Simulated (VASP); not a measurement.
# Sb (Fm-3m) in VASP: a series of runs

The runs below take Sb through single point, relaxation of cell and atoms, with RPBE.

All numbers are computed with VASP 6.6.1; they aren't measurements. Logs are shortened: lines on timing, memory, paths and dates and some standing lists are left out, and cuts for length are marked.

### Step 1. The cell of the first run

Symmetry: Fm-3m, No. 225, cubic system. The conventional cell has a = 4.693 Å, b = 4.693 Å, c = 4.693 Å, α = 90.00°, β = 90.00°, γ = 90.00°. Within 4.4 Å of Sb (site symmetry m-3m) lie 12 Sb at 3.32 Å.

### Step 2. Single point, RPBE (volume scaled by 0.92)

INCAR reads:

```
SYSTEM = Sb
PREC = Accurate
ENCUT = 520
EDIFF = 1E-7
ISMEAR = -1
SIGMA = 0.1
LREAL = .False.
LASPH = .True.
NELM = 80
ALGO = Normal
ISIF = 2
LWAVE = .False.
LCHARG = .False.
GGA = RP
NBANDS = 8
```

KPOINTS reads:

```
Automatic mesh
0
Gamma
  13 13 13
  0 0 0
```

POSCAR reads:

```
Sb
1.0
    0.0000000000      2.3463030737      2.3463030737
    2.3463030737      0.0000000000      2.3463030737
    2.3463030737      2.3463030737      0.0000000000
Sb
1
Direct
    0.0000000000      0.0000000000      0.0000000000
```

Potentials or basis: VASP PAW PBE potentials, release 64 (Sb).

Command:

```console
cat potpaw_PBE.64/Sb/POTCAR > POTCAR
mpirun -np 1 vasp_std > vasp.out
```

OUTCAR:

```text
SYSTEM = Sb
   PREC = Accurate
   ENCUT = 520
   EDIFF = 1E-7
   ISMEAR = -1
   LREAL = .False.
   LASPH = .True.
   NELM = 80
   ISIF = 2
   GGA = RP

 ion  position               nearest neighbor table
   1  0.000  0.000  0.000-

  LATTYP: Found a face centered cubic cell.
 ALAT       =     4.6926061474

  Lattice vectors:

 A1 = (   0.0000000000,   2.3463030737,   2.3463030737)
 A2 = (   2.3463030737,   0.0000000000,   2.3463030737)
 A3 = (   2.3463030737,   2.3463030737,   0.0000000000)

Analysis of symmetry for initial positions (statically):
=====================================================================
 Subroutine PRICEL returns:
 Original cell was already a primitive cell.

 Routine SETGRP: Setting up the symmetry group for a
 face centered cubic supercell.

 Subroutine GETGRP returns: Found 48 space group operations
 (whereof 48 operations were pure point group operations)
 out of a pool of 48 trial point group operations.

The static configuration has the point symmetry O_h .

Analysis of symmetry for dynamics (positions and initial velocities):
=====================================================================
 Subroutine PRICEL returns:
 Original cell was already a primitive cell.

 Routine SETGRP: Setting up the symmetry group for a
 face centered cubic supercell.

 Subroutine GETGRP returns: Found 48 space group operations
 (whereof 48 operations were pure point group operations)
 out of a pool of 48 trial point group operations.

The dynamic configuration has the point symmetry O_h .

 Subroutine INISYM returns: Found 48 space group operations
 (whereof 48 operations are pure point group operations),
 and found     1 'primitive' translations

----------------------------------------------------------------------------------------

                                     Primitive cell

  volume of cell :      25.8334

  direct lattice vectors                    reciprocal lattice vectors
     0.000000000  2.346303074  2.346303074    -0.213101200  0.213101200  0.213101200
     2.346303074  0.000000000  2.346303074     0.213101200 -0.213101200  0.213101200
     2.346303074  2.346303074  0.000000000     0.213101200  0.213101200 -0.213101200

  length of vectors
     3.318173628  3.318173628  3.318173628     0.369102105  0.369102105  0.369102105

  position of ions in fractional coordinates (direct lattice)
     0.000000000  0.000000000  0.000000000

  ion indices of the primitive-cell ions
   primitive index   ion index
                 1           1

----------------------------------------------------------------------------------------

 KPOINTS: Automatic mesh

Automatic generation of k-mesh.
 Grid dimensions read from file:
 generate k-points for:   13   13   13

 Generating k-lattice:

  Cartesian coordinates                     Fractional coordinates (reciprocal lattice)
    -0.016392400  0.016392400  0.016392400     0.076923077  0.000000000  0.000000000
     0.016392400 -0.016392400  0.016392400     0.000000000  0.076923077  0.000000000
     0.016392400  0.016392400 -0.016392400     0.000000000  0.000000000  0.076923077

  Length of vectors
     0.028392470  0.028392470  0.028392470

  Shift w.r.t. Gamma in fractional coordinates (k-lattice)
     0.000000000  0.000000000  0.000000000

 Subroutine IBZKPT returns following result:
 ===========================================

 Found     84 irreducible k-points:

 Following reciprocal coordinates:
            Coordinates               Weight
  0.000000  0.000000  0.000000      1.000000
  0.076923  0.000000  0.000000      8.000000
  0.153846  0.000000  0.000000      8.000000
  0.230769  0.000000  0.000000      8.000000
  0.307692  0.000000  0.000000      8.000000
  0.384615  0.000000  0.000000      8.000000
[... 16 lines left out ...]
  0.384615  0.153846  0.000000     24.000000
  0.461538  0.153846  0.000000     24.000000
 [... further k-points ...]
   k-points           NKPTS =     84   k-points in BZ     NKDIM =     84   number of bands    NBANDS=      8
   number of dos      NEDOS =    301   number of ions     NIONS =      1
   total plane-waves  NPLWV =  21952
   dimension x,y,z NGX =    28 NGY =   28 NGZ =   28
   dimension x,y,z NGXF=    56 NGYF=   56 NGZF=   56
   ions per type =               1
   NGX,Y,Z   is equivalent  to a cutoff of  14.03, 14.03, 14.03 a.u.
   NGXF,Y,Z  is equivalent  to a cutoff of  28.06, 28.06, 28.06 a.u.
 SYSTEM =  Sb
   PREC   = accura    normal or accurate (medium, high low for compatibility)
   ISTART =      0    job   : 0-new  1-cont  2-samecut
   ICHARG =      2    charge: 1-file 2-atom 10-const
   ISPIN  =      1    spin polarized calculation?
   LNONCOLLINEAR =      F non collinear calculations
   LSORBIT =      F    spin-orbit coupling
   LASPH  =      T    aspherical Exc in radial PAW
   ENCUT  =  520.0 eV  38.22 Ry    6.18 a.u.   6.17  6.17  6.17*2*pi/ulx,y,z
   NELM   =     80;   NELMIN=  2; NELMDL= -5     # of ELM steps
   EDIFF  = 0.1E-06   stopping-criterion for ELM
   LREAL  =      F    real-space projection
   EDIFFG = 0.1E-05   stopping-criterion for IOM
   NSW    =      0    number of steps for IOM
   IBRION =     -1    ionic relax: 0-MD 1-quasi-New 2-CG
   NFREE  =      0    steps in history (QN), initial steepest desc. (CG)
   ISIF   =      2    stress and relaxation
   ISYM   =      2    0-nonsym 1-usesym 2-fastsym
   POTIM  = 0.5000    time-step for ionic-motion
   TEBEG  =    0.0;   TEEND  =   0.0 temperature during run
   PSTRESS=    0.0 pullay stress
   NELECT =       5.0000    total number of electrons
   NUPDOWN=      -1.0000    fix difference up-down
   EMIN   =  10.00;   EMAX   =-10.00  energy-range for DOS
   EFERMI =   0.00;   METHOD = LEGACY
   ISMEAR =    -1;   SIGMA  =   0.10  broadening in eV -4-tet -1-fermi 0-gaus
   EFERMI_NEDOS =   21; number of points for ismear=-14 and -15
   IALGO  =     38    algorithm
   IMIX   =      4    mixing-type and parameters
     AMIX     =   0.40;   BMIX     =  1.00
     AMIX_MAG =   1.60;   BMIX_MAG =  1.00
  volume/ion in A,a.u.               =      25.83       174.33
  Fermi-wavevector in a.u.,A,eV,Ry     =   0.946973  1.789519 12.201120  0.896757
  Thomas-Fermi vector in A             =   2.075021
   LORBIT       =      0    0 simple, 1 ext, 2 COOP (PROOUT), +10 PAW based schemes
   GGA     = RP    functional components
   LHFCALC =     F    Hartree Fock is set to
   AEXX    =    0.0000 exact exchange contribution
   IVDW    =     0    specifies the selected vdW correction
   LEPSILON=     F    determine dielectric tensor
   LRPA    =     F    only Hartree local field effects (RPA)
 non-spin polarized calculation
  energy-cutoff  :      520.00
  volume of cell :       25.83
 maximum number of plane-waves:       725
 NGX is ok and might be reduce to    28
   NGX = 13   NGY = 13   NGZ = 13

 number of electron       5.0000000 magnetization

 Free energy of the ion-electron system (eV)
  ---------------------------------------------------
  ext. energy  EPLUGINS =         0.00000000
  ---------------------------------------------------
  free energy    TOTEN  =        -3.41203459 eV

  energy without entropy =       -3.38758275  energy(sigma->0) =       -3.39980867

 E-fermi :   9.1716     XC(G=0): -10.3807

 val. band max:        9.1644969971   @ k =   0.3077   0.2308   0.0000
 cond. band min:       9.1741333441   @ k =  -0.4615   0.3846   0.1538
 fundamental gap:      0.0096363470
 Fermi energy:         9.1715734973

 k-point     1 :       0.0000    0.0000    0.0000
  band No.  band energies     occupation
      1      -4.0710      2.00000
      2      14.8409      0.00000
      3      14.8409      0.00000
      4      14.8409      0.00000
      5      19.2266      0.00000
      6      19.2266      0.00000
      7      19.2266      0.00000
      8      19.3571      0.00000

 k-point     2 :       0.0769    0.0000    0.0000
  band No.  band energies     occupation
      1      -3.9490      2.00000
      2      13.6653      0.00000
      3      14.6694      0.00000
      4      14.6694      0.00000
      5      18.3056      0.00000
      6      19.5018      0.00000
      7      19.5018      0.00000
      8      21.0464      0.00000

 k-point     3 :       0.1538    0.0000    0.0000
  band No.  band energies     occupation
      1      -3.5841      2.00000
      2      11.3776      0.00000
      3      14.2738      0.00000
      4      14.2738      0.00000
      5      17.8464      0.00000
      6      20.0357      0.00000
      7      20.0357      0.00000
      8      21.8035      0.00000

 k-point     4 :       0.2308    0.0000    0.0000
  band No.  band energies     occupation
      1      -2.9817      2.00000
      2       8.9700      1.76486
      3      13.8353      0.00000
      4      13.8353      0.00000
      5      17.5742      0.00000
      6      19.8271      0.00000
      7      19.8271      0.00000
      8      21.1470      0.00000

 k-point     5 :       0.3077    0.0000    0.0000
  band No.  band energies     occupation
      1      -2.1575      2.00000
      2       6.7122      2.00000
      3      13.4582      0.00000
      4      13.4582      0.00000
      5      17.4567      0.00000
      6      19.1657      0.00000
      7      19.1657      0.00000
      8      20.1349      0.00000

 k-point     6 :       0.3846    0.0000    0.0000
  band No.  band energies     occupation
      1      -1.1650      2.00000
      2       4.7379      2.00000
      3      13.1901      0.00000
      4      13.1901      0.00000
      5      17.4799      0.00000
      6      18.6464      0.00000
      7      18.6464      0.00000
      8      19.3366      0.00000

 k-point     7 :       0.4615    0.0000    0.0000
  band No.  band energies     occupation
      1      -0.2434      2.00000
      2       3.3188      2.00000
      3      13.0519      0.00000
      4      13.0519      0.00000
      5      17.5768      0.00000
      6      18.3745      0.00000
      7      18.3745      0.00000
      8      18.8484      0.00000

 k-point     8 :       0.0769    0.0769    0.0000
  band No.  band energies     occupation
      1      -3.9083      2.00000
      2      14.1634      0.00000
      3      14.1634      0.00000
      4      14.1848      0.00000
      5      17.6940      0.00000
      6      20.0516      0.00000
      7      20.0516      0.00000
      8      21.1617      0.00000

 k-point     9 :       0.1538    0.0769    0.0000
  band No.  band energies     occupation
      1      -3.6242      2.00000
      2      12.1890      0.00000
      3      13.5892      0.00000
      4      14.1872      0.00000
      5      17.4662      0.00000
      6      20.0517      0.00000
      7      20.1681      0.00000
      8      20.8083      0.00000

 k-point    10 :       0.2308    0.0769    0.0000
  band No.  band energies     occupation
      1      -3.1004      2.00000
      2       9.8231      0.00296
      3      13.0923      0.00000
      4      13.7909      0.00000
      5      17.5924      0.00000
      6      19.2579      0.00000
      7      20.3571      0.00000
      8      20.9854      0.00000
[... 78 lines left out ...]
 k-point    18 :      -0.1538    0.0769    0.0000
  band No.  band energies     occupation
      1      -3.3015      2.00000
      2      10.6035      0.00000
      3      12.6252      0.00000
      4      14.6701      0.00000
      5      18.2196      0.00000
      6      19.7016      0.00000
      7      20.0754      0.00000
      8      20.7963      0.00000

 k-point    19 :      -0.0769    0.0769    0.0000
  band No.  band energies     occupation
      1      -3.7459      2.00000
      2      12.7252      0.00000
      3      13.4042      0.00000
      4      14.8758      0.00000
      5      18.1935      0.00000
      6      19.4474      0.00000
      7      20.0874      0.00000
      8      21.4803      0.00000

 k-point    20 :       0.1538    0.1538    0.0000
  band No.  band energies     occupation
      1      -3.4211      2.00000
      2      12.6866      0.00000
      3      12.8916      0.00000
      4      12.8916      0.00000
      5      16.3708      0.00000
      6      18.5736      0.00000
      7      21.7288      0.00000
      8      21.7288      0.00000

 k-point    21 :       0.2308    0.1538    0.0000
  band No.  band energies     occupation
      1      -2.9774      2.00000
      2      10.6889      0.00000
      3      12.3149      0.00000
      4      12.7302      0.00000
      5      16.3209      0.00000
      6      17.6471      0.00000
      7      21.9105      0.00000
      8      22.3304      0.00000

 k-point    22 :       0.3077    0.1538    0.0000
  band No.  band energies     occupation
      1      -2.3013      2.00000
      2       8.4593      1.99839
      3      11.9205      0.00000
      4      12.1264      0.00000
      5      16.1841      0.00000
      6      18.1136      0.00000
      7      21.7048      0.00000
      8      21.8314      0.00000

 k-point    23 :       0.3846    0.1538    0.0000
  band No.  band energies     occupation
      1      -1.4179      2.00000
      2       6.3613      2.00000
      3      11.4068      0.00000
      4      11.7384      0.00000
      5      15.8486      0.00000
      6      19.3829      0.00000
      7      21.0617      0.00000
      8      21.6251      0.00000

 k-point    24 :       0.4615    0.1538    0.0000
  band No.  band energies     occupation
      1      -0.4166      2.00000
      2       4.5777      2.00000
      3      10.7503      0.00000
      4      11.7818      0.00000
      5      15.7508      0.00000
      6      20.1200      0.00000
      7      20.4012      0.00000
      8      22.2961      0.00000

 [... further k-points ...]
[... 5 lines left out ...]
  --------------------------------------------------------------------------------------
  -------------------------------------------------------------------------------------
  Total        0.8605489      0.8605489      0.8605489     -0.0000000     -0.0000000      0.0000000
  in kB       53.3708138     53.3708138     53.3708138     -0.0000000     -0.0000000      0.0000000
  external PRESSURE =      53.3708138 kB  Pullay stress =       0.0000000 kB

 VOLUME and BASIS-vectors are now :
 -----------------------------------------------------------------------------
  energy-cutoff  :      520.00
  volume of cell :       25.83
      direct lattice vectors                 reciprocal lattice vectors
     0.000000000  2.346303074  2.346303074    -0.213101200  0.213101200  0.213101200
     2.346303074  0.000000000  2.346303074     0.213101200 -0.213101200  0.213101200
     2.346303074  2.346303074  0.000000000     0.213101200  0.213101200 -0.213101200

 POSITION                                       TOTAL-FORCE (eV/Angst)
 -----------------------------------------------------------------------------------
      0.00000      0.00000      0.00000         0.000000     -0.000000     -0.000000
 -----------------------------------------------------------------------------------
    total drift:                                0.000000      0.000000      0.000000

  FREE ENERGIE OF THE ION-ELECTRON SYSTEM (eV)
  ---------------------------------------------------
  free  energy   TOTEN  =        -3.4120345852 eV

  energy  without entropy=       -3.3875827474  energy(sigma->0) =       -3.39980867
```

Wall time 32 s (1 thread of Intel Xeon 8259CL, shared host); peak memory 0.16 GiB.

Results:

```yaml
Free_energy: -3.4120 eV
Pressure: 5.3 GPa
```

Caveat: the PAW data sets were made with another functional, which shifts forces and pressure a little; spin-orbit coupling is left out, which moves the levels of the heavy elements.

(Continued in part 2 of 2.)
